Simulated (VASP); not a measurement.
# W (Im-3m) in VASP: a series of runs, part 2 of 2

VASP 6.6.1. The steps go on from the part before.

### 4 Single point, RPBE+D4

This run uses another cell than the first one, of 16.16 Å³/atom, 1.041 times its volume.

INCAR

```
SYSTEM = W
PREC = Accurate
ENCUT = 520
EDIFF = 1E-7
ISMEAR = -1
SIGMA = 0.05
LREAL = .False.
LASPH = .True.
NELM = 100
ALGO = Fast
ISIF = 2
LWAVE = .False.
LCHARG = .True.
GGA = RP
IVDW = 13
LELF = .True.
LVHAR = .True.
NBANDS = 13
```

KPOINTS

```
Automatic mesh
0
Gamma
  12 12 12
  0 0 0
```

POSCAR

```
W
1.0
   -1.5928244114      1.5928244114      1.5928244114
    1.5928244114     -1.5928244114      1.5928244114
    1.5928244114      1.5928244114     -1.5928244114
W
1
Direct
    0.0000000000      0.0000000000      0.0000000000
```

Started as:

```bash
> cat potpaw_PBE.64/W_sv/POTCAR > POTCAR
> mpirun -np 1 vasp_std > vasp.out
```

Wall time 13 s (1 thread of Intel Xeon 6975P-C, shared host); peak memory 0.15 GiB.

Results (log left out):

| Property | Result |
| --- | --- |
| Free energy | -13.5979 eV |
| Pressure | -7.7 GPa |
| Band gap on the k mesh | zero (band 7 reaches 16.27 eV, above the bottom of band 8 at 10.05 eV) |
| Dispersion energy per atom | -1.194 eV |

Levels at points of the mesh, in eV from the Fermi level:
| k point | band 3 | band 4 | band 5 | band 6 | band 7 | band 8 | band 9 | band 10 | band 11 | band 12 |
| --- | --- | --- | --- | --- | --- | --- | --- | --- | --- | --- |
| (0.00, 0.00, 0.00) | -37.73 | -37.73 | -9.42 | -1.09 | -1.09 | -1.09 | 2.34 | 2.34 | 14.55 | 14.55 |
| (0.50, 0.00, 0.00) | -38.12 | -37.73 | -6.04 | -3.37 | 0.69 | 2.22 | 3.18 | 6.08 | 10.89 | 11.52 |
| (0.50, 0.50, 0.50) | -38.57 | -38.57 | -5.57 | -5.57 | 5.13 | 5.13 | 5.13 | 8.18 | 8.18 | 8.18 |

Caveat: the PAW data sets were made with another functional, which shifts forces and pressure a little; spin-orbit coupling is left out, which moves the levels of the heavy elements; pairwise dispersion overbinds metals, which lowers pressure and volume.

### 5 Single point, RPBE+D4

This run uses another cell than the first one, of 16.48 Å³/atom, 1.061 times its volume.

INCAR

```
SYSTEM = W
ALGO = Normal ; EDIFF = 1E-7
ENCUT = 520 ; GGA = RP
ISIF = 2 ; ISMEAR = -1
IVDW = 13 ; LASPH = .TRUE.
LCHARG = .TRUE. ; LELF = .TRUE.
LREAL = .FALSE. ; LVHAR = .TRUE.
LWAVE = .FALSE. ; NBANDS = 13
NELM = 60 ; PREC = Accurate
SIGMA = 0.05
```

KPOINTS

```
k-points
0
G
  12 12 12
  0 0 0
```

POSCAR

```
W
1.0
   -1.6031677168      1.6031677168      1.6031677168
    1.6031677168     -1.6031677168      1.6031677168
    1.6031677168      1.6031677168     -1.6031677168
W
1
Direct
    0.0000000000      0.0000000000      0.0000000000
```

Potentials or basis: VASP PAW PBE potentials, release 64 (W_sv).

Started as:

```bash
> cat potpaw_PBE.64/W_sv/POTCAR > POTCAR
> mpirun -np 1 vasp_std > vasp.out
```

OUTCAR:

```text
SYSTEM = W
   EDIFF = 1E-7
   ENCUT = 520
   GGA = RP
   ISIF = 2
   ISMEAR = -1
   IVDW = 13
   LASPH = .TRUE.
   LREAL = .FALSE.
   NELM = 60
   PREC = Accurate

 ion  position               nearest neighbor table
   1  0.000  0.000  0.000-

  LATTYP: Found a body centered cubic cell.
 ALAT       =     3.2063354336

  Lattice vectors:

 A1 = (  -1.6031677168,   1.6031677168,   1.6031677168)
 A2 = (   1.6031677168,  -1.6031677168,   1.6031677168)
 A3 = (   1.6031677168,   1.6031677168,  -1.6031677168)

[... 564 lines left out ...]

------------------------ aborting loop because EDIFF is reached ----------------------------------------

  DFT-D4 for vdW energy calculation

  Edisp (eV):   -1.17118

  FORCE on cell =-STRESS in cart. coord.  units (eV):
  Direction    XX          YY          ZZ          XY          YZ          ZX
  --------------------------------------------------------------------------------------
  -------------------------------------------------------------------------------------
  Total      -1.34274    -1.34274    -1.34274     0.00000     0.00000     0.00000
  in kB    -130.52878  -130.52878  -130.52878     0.00000     0.00000     0.00000
  external pressure =     -130.53 kB  Pullay stress =        0.00 kB

 VOLUME and BASIS-vectors are now :
 -----------------------------------------------------------------------------
  energy-cutoff  :      520.00
  volume of cell :       16.48
      direct lattice vectors                 reciprocal lattice vectors
    -1.603167717  1.603167717  1.603167717     0.000000000  0.311882528  0.311882528
     1.603167717 -1.603167717  1.603167717     0.311882528  0.000000000  0.311882528
     1.603167717  1.603167717 -1.603167717     0.311882528  0.311882528  0.000000000

 POSITION                                       TOTAL-FORCE (eV/Angst)
 -----------------------------------------------------------------------------------
      0.00000      0.00000      0.00000         0.000000     -0.000000     -0.000000
 -----------------------------------------------------------------------------------
    total drift:                               -0.000000      0.000000      0.000000

  FREE ENERGIE OF THE ION-ELECTRON SYSTEM (eV)
  ---------------------------------------------------
  free  energy   TOTEN  =       -13.5774427702 eV

  energy  without entropy=      -13.5736756313  energy(sigma->0) =      -13.57555920
```

stdout:

```text
POSCAR found type information on POSCAR W
 POSCAR found :  1 types and       1 ions
 scaLAPACK will be used
 -----------------------------------------------------------------------------
|                                                                             |
|                                                                             |
|     You enforced a specific xc type in the INCAR file but a different       |
|     I HOPE YOU KNOW WHAT YOU ARE DOING!                                     |
|                                                                             |
 -----------------------------------------------------------------------------

 LDA part: xc-table for (Slater+PW92), standard interpolation
 POSCAR, INCAR and KPOINTS ok, starting setup
 FFT: planning ... GRIDC
 FFT: planning ... GRID_SOFT
 FFT: planning ... GRID
 WAVECAR not read
 entering main loop
```

It took 10 s on 1 thread of Intel Xeon 6975P-C, shared host; peak memory 0.15 GiB.

What came out:

```
Free energy                : -13.5774 eV
Pressure                   : -13.1 GPa
Band gap on the k mesh     : zero (band 7 reaches 15.85 eV, above the bottom of band 8 at 9.81 eV)
Dispersion energy per atom : -1.171 eV
```

Caveat: the PAW data sets were made with another functional, which shifts forces and pressure a little; spin-orbit coupling is left out, which moves the levels of the heavy elements; pairwise dispersion overbinds metals, which lowers pressure and volume.

### 6 The runs side by side

```csv
cell,gap on the mesh (eV),pressure (GPa)
"a = 2.722 Å, angles 109.5°, 1 atom",none,4.8
"a = 2.741 Å, angles 109.5°, 1 atom",none,-1.8
"a = 2.759 Å, angles 109.5°, 1 atom",none,-7.7
"a = 2.777 Å, angles 109.5°, 1 atom",none,-13.1
```

Alike in all rows: task single point; level RPBE+D4; potentials or basis VASP PAW PBE potentials, release 64 (W_sv); no spin polarisation; k mesh 12 × 12 × 12; cutoff (eV) 520; smearing fermi-dirac 0.05 eV.

Caveats: the PAW data sets were made with another functional, which shifts forces and pressure a little; spin-orbit coupling is left out, which moves the levels of the heavy elements; pairwise dispersion overbinds metals, which lowers pressure and volume.

Absolute energies hang on the potentials; compare differences alone.
